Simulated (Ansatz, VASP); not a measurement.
**One calculation of NaOs2, two programs**

```xyz
6
Lattice="1.3779 -2.3876 0.0005 -4.1321 -2.3867 -0.0005 -0.0014 0.0009 -7.5829" Properties=species:S:1:pos:R:3 pbc="T T T"
Na   -2.7559   -4.7733   -7.5826
Na   -1.3788   -2.3862   -7.5833
Os   -2.7538   -3.1809   -2.7686
Os    0.0014   -3.1813   -2.7682
Os   -1.3787   -3.9798   -4.8143
Os   -0.0018   -1.5928   -4.8143
```

Change from the starting cell: cell x2, atoms moved at random (sigma 0.1 Å) and cell strained at random (1.5 %), then relaxed without symmetry.

Alike in both runs: functional PBE; k mesh 8 × 4 × 4; occupations gaussian, width 0.2 eV; no spin polarisation.

Ansatz relaxed the structure, and its values are those at the end. VASP's run is a single point on that final structure, the one shown.

|  | VASP | Ansatz |
| --- | --- | --- |
| version | VASP 6.6.1 | Ansatz 0.2.0 |
| potentials or method | VASP PAW PBE potentials, release 64 (Na_pv, Os), cutoff 520 eV | scalar-relativistic, plane waves, PAW |
| valence electrons in the cell | 46 | 82 |

Ansatz gave:

| Item | Value |
| --- | --- |
| gap on the k mesh at the Fermi level (eV) | none |
| pressure (GPa) | 0.0 |
| rms of the force components (eV/Å) | 0.004 |

Problem. Estimate VASP's values.

Solution. gap on the k mesh at the Fermi level (eV): none; pressure (GPa): -0.1; rms of the force components (eV/Å): 0.001.

A gap of «none» marks a metal or a gap that the smearing closes. The functional is the same, so the differences come from potentials, cutoffs and numerics. VASP's potentials hold 46 valence electrons a cell and Ansatz's 82, so a difference there can come from the potentials and not from the codes.

Neither program's run includes spin-orbit coupling.
